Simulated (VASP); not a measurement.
# Hf (Im-3m) in VASP: further runs, part 2 of 2

VASP 6.6.1. The steps go on from the part before.

## 4. Single point, PBEsol (19.99 Å³/atom)

This run uses another cell than the first one, of 19.99 Å³/atom.

The input, INCAR:

```
SYSTEM = Hf
PREC     = Accurate       ! precision mode
ENCUT    = 520            ! plane-wave cutoff, eV
EDIFF    = 1E-7           ! SCF threshold, eV
ISMEAR   = 0              ! smearing method
SIGMA    = 0.1            ! smearing width, eV
LREAL    = .False.        ! projectors in reciprocal space
LASPH    = .True.         ! aspherical terms in the spheres
NELM     = 100            ! most SCF steps
ALGO     = Fast           ! electronic algorithm
ISIF     = 2              ! what is computed and relaxed
LWAVE    = .False.        ! write WAVECAR
LCHARG   = .True.         ! write CHGCAR
GGA      = PS             ! functional
LELF     = .True.         ! ELF
LVHAR    = .True.       
NBANDS   = 11             ! bands
```

The input, KPOINTS:

```
regular mesh
0
Gamma
  16 16 16
  0 0 0
```

The input, POSCAR:

```
Hf
1.0
   -1.7096987101      1.7096987101      1.7096987101
    1.7096987101     -1.7096987101      1.7096987101
    1.7096987101      1.7096987101     -1.7096987101
Hf
1
Direct
    0.0000000000      0.0000000000      0.0000000000
```

Potentials or basis: VASP PAW PBE potentials, release 64 (Hf_pv).

Command:

```bash
$ cat potpaw_PBE.64/Hf_pv/POTCAR > POTCAR
$ mpirun -np 1 vasp_std > vasp.out
```

OUTCAR:

```text
SYSTEM = Hf
   PREC = Accurate
   ENCUT = 520
   EDIFF = 1E-7
   ISMEAR = 0
   LREAL = .False.
   LASPH = .True.
   NELM = 100
   ISIF = 2
   GGA = PS

 ion  position               nearest neighbor table
   1  0.000  0.000  0.000-

  LATTYP: Found a body centered cubic cell.
 ALAT       =     3.4193974202

  Lattice vectors:

 A1 = (  -1.7096987101,   1.7096987101,   1.7096987101)
 A2 = (   1.7096987101,  -1.7096987101,   1.7096987101)
 A3 = (   1.7096987101,   1.7096987101,  -1.7096987101)

Analysis of symmetry for initial positions (statically):
=====================================================================
 Subroutine PRICEL returns:
 Original cell was already a primitive cell.

 Routine SETGRP: Setting up the symmetry group for a
 body centered cubic supercell.

 Subroutine GETGRP returns: Found 48 space group operations
 (whereof 48 operations were pure point group operations)
 out of a pool of 48 trial point group operations.

The static configuration has the point symmetry O_h .

Analysis of symmetry for dynamics (positions and initial velocities):
[... 161 lines left out ...]
 val. band max:        5.1887199005   @ k =  -0.4375   0.4375   0.1250
 cond. band min:       5.1940002916   @ k =  -0.3125   0.3125   0.1250
 fundamental gap:      0.0052803912
 Fermi energy:         5.1918814631

 k-point     1 :       0.0000    0.0000    0.0000
  band No.  band energies     occupation
      1     -24.1444      2.00000
      2     -24.1444      2.00000
      3     -24.1444      2.00000
      4      -2.1991      2.00000
      5       6.7829      0.00000
      6       6.7829      0.00000
      7       6.7829      0.00000
      8       9.9170      0.00000
      9       9.9170      0.00000
     10      19.0660      0.00000
     11      19.0660      0.00000
[... 309 lines left out ...]
 k-point    24 :       0.2500    0.1875    0.0000
  band No.  band energies     occupation
      1     -25.0832      2.00000
      2     -24.5309      2.00000
      3     -24.2477      2.00000
      4       1.9596      2.00000
      5       4.6023      2.00000
      6       5.2135      0.75937
      7       9.2683      0.00000
      8      10.8282      0.00000
      9      12.5003      0.00000
     10      17.5352      0.00000
     11      20.1303      0.00000

 [... further k-points ...]
[... 5 lines left out ...]
  --------------------------------------------------------------------------------------
  -------------------------------------------------------------------------------------
  Total        0.8857883      0.8857883      0.8857883      0.0000000     -0.0000000     -0.0000000
  in kB       70.9940224     70.9940224     70.9940224      0.0000000     -0.0000000     -0.0000000
  external PRESSURE =      70.9940224 kB  Pullay stress =       0.0000000 kB

 VOLUME and BASIS-vectors are now :
 -----------------------------------------------------------------------------
  energy-cutoff  :      520.00
  volume of cell :       19.99
      direct lattice vectors                 reciprocal lattice vectors
    -1.709698710  1.709698710  1.709698710     0.000000000  0.292449188  0.292449188
     1.709698710 -1.709698710  1.709698710     0.292449188  0.000000000  0.292449188
     1.709698710  1.709698710 -1.709698710     0.292449188  0.292449188  0.000000000

 POSITION                                       TOTAL-FORCE (eV/Angst)
 -----------------------------------------------------------------------------------
      0.00000      0.00000      0.00000        -0.000000     -0.000000     -0.000000
 -----------------------------------------------------------------------------------
    total drift:                               -0.000000      0.000000      0.000000

  FREE ENERGIE OF THE ION-ELECTRON SYSTEM (eV)
  ---------------------------------------------------
  free  energy   TOTEN  =       -10.3137900707 eV

  energy  without entropy=      -10.3059455650  energy(sigma->0) =      -10.30986782
```

Wall time 26 s (1 thread of Intel Xeon Platinum 8488C (Sapphire Rapids), shared host); peak memory 0.15 GiB.

What came out:

```
Free energy            : -10.3138 eV
Pressure               : 7.1 GPa
Band gap on the k mesh : zero (bands 5 and 6 overlap by 2.46 eV)
```

Levels at points of the mesh, in eV from the Fermi level:
| k point | band 1 | band 2 | band 3 | band 4 | band 5 | band 6 | band 7 | band 8 | band 9 | band 10 |
| --- | --- | --- | --- | --- | --- | --- | --- | --- | --- | --- |
| (0.00, 0.00, 0.00) | -29.34 | -29.34 | -29.34 | -7.39 | 1.59 | 1.59 | 1.59 | 4.73 | 4.73 | 13.87 |
| (0.50, 0.00, 0.00) | -30.53 | -29.72 | -29.35 | -3.74 | -0.72 | 1.59 | 4.62 | 5.75 | 8.67 | 11.06 |
| (0.50, 0.50, 0.50) | -30.16 | -30.16 | -30.16 | -3.09 | -3.09 | 7.68 | 7.68 | 7.68 | 8.20 | 8.20 |

Caveat: the cell stands under pressure; the PAW data sets were made with another functional, which shifts forces and pressure a little; spin-orbit coupling is left out, which moves the levels of the heavy elements.

## 5. Single point, PBEsol (20.63 Å³/atom)

This run uses another cell than the first one, of 20.63 Å³/atom.

INCAR: that of step 4 with these lines changed.

```diff
@@ -9,3 +9,3 @@
 NELM     = 100            ! most SCF steps
-ALGO     = Fast           ! electronic algorithm
+ALGO     = Normal         ! electronic algorithm
 ISIF     = 2              ! what is computed and relaxed
```

The input, KPOINTS:

```
Automatic mesh
0
Gamma
  16 16 16
  0 0 0
```

The input, POSCAR:

```
Hf
1.0
   -1.7276968612      1.7276968612      1.7276968612
    1.7276968612     -1.7276968612      1.7276968612
    1.7276968612      1.7276968612     -1.7276968612
Hf
1
Direct
    0.0000000000      0.0000000000      0.0000000000
```

Potentials or basis: VASP PAW PBE potentials, release 64 (Hf_pv).

Command:

```bash
$ cat potpaw_PBE.64/Hf_pv/POTCAR > POTCAR
$ mpirun -np 1 vasp_std > vasp.out
```

OUTCAR:

```text
SYSTEM = Hf
   PREC = Accurate
   ENCUT = 520
   EDIFF = 1E-7
   ISMEAR = 0
   LREAL = .False.
   LASPH = .True.
   NELM = 100
   ISIF = 2
   GGA = PS

 ion  position               nearest neighbor table
   1  0.000  0.000  0.000-

  LATTYP: Found a body centered cubic cell.
 ALAT       =     3.4553937224

  Lattice vectors:

 A1 = (  -1.7276968612,   1.7276968612,   1.7276968612)
 A2 = (   1.7276968612,  -1.7276968612,   1.7276968612)
 A3 = (   1.7276968612,   1.7276968612,  -1.7276968612)

[... 506 lines left out ...]
      3     -24.5843      2.00000
      4       1.7534      2.00000
      5       4.4190      2.00000
      6       4.9925      0.76039
      7       8.9460      0.00000
      8      10.4294      0.00000
      9      12.0302      0.00000
     10      16.9301      0.00000
     11      18.5322      0.00000

 [... further k-points ...]
[... 5 lines left out ...]
  --------------------------------------------------------------------------------------
  -------------------------------------------------------------------------------------
  Total        0.4105347      0.4105347      0.4105347     -0.0000000      0.0000000      0.0000000
  in kB       31.8858353     31.8858353     31.8858353     -0.0000000      0.0000000      0.0000000
  external PRESSURE =      31.8858353 kB  Pullay stress =       0.0000000 kB

 VOLUME and BASIS-vectors are now :
 -----------------------------------------------------------------------------
  energy-cutoff  :      520.00
  volume of cell :       20.63
      direct lattice vectors                 reciprocal lattice vectors
    -1.727696861  1.727696861  1.727696861     0.000000000  0.289402621  0.289402621
     1.727696861 -1.727696861  1.727696861     0.289402621  0.000000000  0.289402621
     1.727696861  1.727696861 -1.727696861     0.289402621  0.289402621  0.000000000

 POSITION                                       TOTAL-FORCE (eV/Angst)
 -----------------------------------------------------------------------------------
      0.00000      0.00000      0.00000        -0.000000      0.000000     -0.000000
 -----------------------------------------------------------------------------------
    total drift:                                0.000000      0.000000      0.000000

  FREE ENERGIE OF THE ION-ELECTRON SYSTEM (eV)
  ---------------------------------------------------
  free  energy   TOTEN  =       -10.3342138742 eV

  energy  without entropy=      -10.3267195779  energy(sigma->0) =      -10.33046673
```

stdout:

```text
POSCAR found type information on POSCAR Hf
 POSCAR found :  1 types and       1 ions
 scaLAPACK will be used
 -----------------------------------------------------------------------------
|                                                                             |
|                                                                             |
|     You enforced a specific xc type in the INCAR file but a different       |
|     I HOPE YOU KNOW WHAT YOU ARE DOING!                                     |
|                                                                             |
 -----------------------------------------------------------------------------

 LDA part: xc-table for (Slater+PW92), standard interpolation
 POSCAR, INCAR and KPOINTS ok, starting setup
 FFT: planning ... GRIDC
 FFT: planning ... GRID_SOFT
 FFT: planning ... GRID
 WAVECAR not read
 entering main loop
```

Wall time 25 s (1 thread of Intel Xeon Platinum 8488C (Sapphire Rapids), shared host); peak memory 0.16 GiB.

What came out:

```yaml
Free_energy: -10.3342 eV
Pressure: 3.2 GPa
Band_gap_on_the_k_mesh: zero (bands 5 and 6 overlap by 2.40 eV)
```

Caveat: the cell stands under pressure; the PAW data sets were made with another functional, which shifts forces and pressure a little; spin-orbit coupling is left out, which moves the levels of the heavy elements.

## 6. Single point, PBEsol (21.90 Å³/atom)

This run uses another cell than the first one, of 21.90 Å³/atom.

The input, INCAR:

```
PREC = Accurate
ENCUT = 520
EDIFF = 1E-6
ISMEAR = 0
SIGMA = 0.1
LREAL = False
LASPH = True
NELM = 100
ALGO = Normal
ISIF = 2
LWAVE = False
LCHARG = False
GGA = PS
NBANDS = 11
```

The input, KPOINTS:

```
Automatic mesh
0
Gamma
  16 16 16
```

The input, POSCAR:

```
Hf
1.0
   -1.7626092343      1.7626092343      1.7626092343
    1.7626092343     -1.7626092343      1.7626092343
    1.7626092343      1.7626092343     -1.7626092343
Hf
1
Direct
    0.0000000000      0.0000000000      0.0000000000
```

Potentials or basis: VASP PAW PBE potentials, release 64 (Hf_pv).

Command:

```bash
$ cat potpaw_PBE.64/Hf_pv/POTCAR > POTCAR
$ mpirun -np 1 vasp_std > vasp.out
```

OUTCAR:

```text
PREC = Accurate
   ENCUT = 520
   EDIFF = 1E-6
   ISMEAR = 0
   LREAL = False
   LASPH = True
   NELM = 100
   ISIF = 2
   GGA = PS

 ion  position               nearest neighbor table
   1  0.000  0.000  0.000-

  LATTYP: Found a body centered cubic cell.
 ALAT       =     3.5252184686

  Lattice vectors:

 A1 = (  -1.7626092343,   1.7626092343,   1.7626092343)
 A2 = (   1.7626092343,  -1.7626092343,   1.7626092343)
 A3 = (   1.7626092343,   1.7626092343,  -1.7626092343)

Analysis of symmetry for initial positions (statically):
=====================================================================
 Subroutine PRICEL returns:
 Original cell was already a primitive cell.

 Routine SETGRP: Setting up the symmetry group for a
 body centered cubic supercell.

 Subroutine GETGRP returns: Found 48 space group operations
 (whereof 48 operations were pure point group operations)
 out of a pool of 48 trial point group operations.

The static configuration has the point symmetry O_h .

Analysis of symmetry for dynamics (positions and initial velocities):
=====================================================================
 Subroutine PRICEL returns:
[... 158 lines left out ...]
 cond. band min:       4.5728761511   @ k =   0.3125   0.1875   0.0625
 fundamental gap:      0.0305494666
 Fermi energy:         4.5557405447

 k-point     1 :       0.0000    0.0000    0.0000
  band No.  band energies     occupation
      1     -25.1401      2.00000
      2     -25.1401      2.00000
      3     -25.1401      2.00000
      4      -2.5537      2.00000
      5       6.0842      0.00000
      6       6.0842      0.00000
      7       6.0842      0.00000
      8       8.9403      0.00000
      9       8.9403      0.00000
     10      17.9798      0.00000
     11      17.9798      0.00000
[... 309 lines left out ...]
 k-point    24 :       0.2500    0.1875    0.0000
  band No.  band energies     occupation
      1     -25.8350      2.00000
      2     -25.4268      2.00000
      3     -25.2157      2.00000
      4       1.3765      2.00000
      5       4.0774      2.00000
      6       4.5898      0.63027
      7       8.3441      0.00000
      8       9.6894      0.00000
      9      11.1645      0.00000
     10      15.7920      0.00000
     11      17.8929      0.00000

 [... further k-points ...]
[... 5 lines left out ...]
  --------------------------------------------------------------------------------------
  -------------------------------------------------------------------------------------
  Total       -0.4518169     -0.4518169     -0.4518169     -0.0000000      0.0000000     -0.0000000
  in kB      -33.0479843    -33.0479843    -33.0479843     -0.0000000      0.0000000     -0.0000000
  external PRESSURE =     -33.0479843 kB  Pullay stress =       0.0000000 kB

 VOLUME and BASIS-vectors are now :
 -----------------------------------------------------------------------------
  energy-cutoff  :      520.00
  volume of cell :       21.90
      direct lattice vectors                 reciprocal lattice vectors
    -1.762609234  1.762609234  1.762609234     0.000000000  0.283670362  0.283670362
     1.762609234 -1.762609234  1.762609234     0.283670362  0.000000000  0.283670362
     1.762609234  1.762609234 -1.762609234     0.283670362  0.283670362  0.000000000

 POSITION                                       TOTAL-FORCE (eV/Angst)
 -----------------------------------------------------------------------------------
      0.00000      0.00000      0.00000         0.000000      0.000000      0.000000
 -----------------------------------------------------------------------------------
    total drift:                                0.000000      0.000000      0.000000

  FREE ENERGIE OF THE ION-ELECTRON SYSTEM (eV)
  ---------------------------------------------------
  free  energy   TOTEN  =       -10.3328962897 eV

  energy  without entropy=      -10.3256713623  energy(sigma->0) =      -10.32928383
```

OSZICAR:

```text
N       E                     dE             d eps       ncg     rms          rms(c)
DAV:   1     0.121331784308E+02    0.12133E+02   -0.56780E+03  3206   0.843E+02
DAV:   2    -0.102854856063E+02   -0.22419E+02   -0.21752E+02  3923   0.155E+02
DAV:   3    -0.106932492105E+02   -0.40776E+00   -0.40176E+00  4021   0.144E+01
DAV:   4    -0.106948896073E+02   -0.16404E-02   -0.16402E-02  3616   0.109E+00
DAV:   5    -0.106948985388E+02   -0.89316E-05   -0.89323E-05  4012   0.691E-02    0.453E+01
DAV:   6    -0.104246482644E+02    0.27025E+00   -0.22533E-01  3535   0.341E+00    0.262E+01
DAV:   7    -0.103365074483E+02    0.88141E-01   -0.30722E-01  3601   0.383E+00    0.128E+00
DAV:   8    -0.103328795350E+02    0.36279E-02   -0.19023E-02  3571   0.989E-01    0.262E-01
DAV:   9    -0.103328940935E+02   -0.14558E-04   -0.27162E-04  4046   0.133E-01    0.466E-02
DAV:  10    -0.103328965874E+02   -0.24939E-05   -0.14389E-05  3761   0.289E-02    0.335E-02
DAV:  11    -0.103328962897E+02    0.29768E-06   -0.21255E-06  3655   0.110E-02
   1 F= -.10332896E+02 E0= -.10329284E+02  d E =-.722493E-02
```

stdout:

```text
POSCAR found type information on POSCAR Hf
 POSCAR found :  1 types and       1 ions
 scaLAPACK will be used
 -----------------------------------------------------------------------------
|                                                                             |
|                                                                             |
|     You enforced a specific xc type in the INCAR file but a different       |
|     I HOPE YOU KNOW WHAT YOU ARE DOING!                                     |
|                                                                             |
 -----------------------------------------------------------------------------

 LDA part: xc-table for (Slater+PW92), standard interpolation
 POSCAR, INCAR and KPOINTS ok, starting setup
 FFT: planning ... GRIDC
 FFT: planning ... GRID_SOFT
 FFT: planning ... GRID
 WAVECAR not read
 entering main loop
```

Wall time 18 s (1 thread of Intel Xeon Platinum 8488C (Sapphire Rapids), shared host); peak memory 0.16 GiB.

What came out:

| Item | Value |
| --- | --- |
| Free energy | -10.3329 eV |
| Pressure | -3.3 GPa |
| Band gap on the k mesh | zero (bands 5 and 6 overlap by 2.30 eV) |

Caveat: the cell stands under tension; the PAW data sets were made with another functional, which shifts forces and pressure a little; spin-orbit coupling is left out, which moves the levels of the heavy elements.

## 7. The runs side by side

| cell | gap on the mesh (eV) | pressure (GPa) |
| --- | --- | --- |
| a = 2.897 Å, angles 109.5°, 1 atom | none | 16.5 |
| a = 2.929 Å, angles 109.5°, 1 atom | none | 11.5 |
| a = 2.961 Å, angles 109.5°, 1 atom | none | 7.1 |
| a = 2.992 Å, angles 109.5°, 1 atom | none | 3.2 |
| a = 3.053 Å, angles 109.5°, 1 atom | none | -3.3 |

Alike in all rows: task single point; level PBEsol; potentials or basis VASP PAW PBE potentials, release 64 (Hf_pv); no spin polarisation; k mesh 16 × 16 × 16; cutoff (eV) 520; smearing gaussian 0.1 eV.

Caveats: the PAW data sets were made with another functional, which shifts forces and pressure a little; spin-orbit coupling is left out, which moves the levels of the heavy elements; the cell stands under pressure (at least some runs); the cell stands under tension (at least some runs).

Total energies depend on the potentials used, so only differences within one code and one set of settings carry meaning.
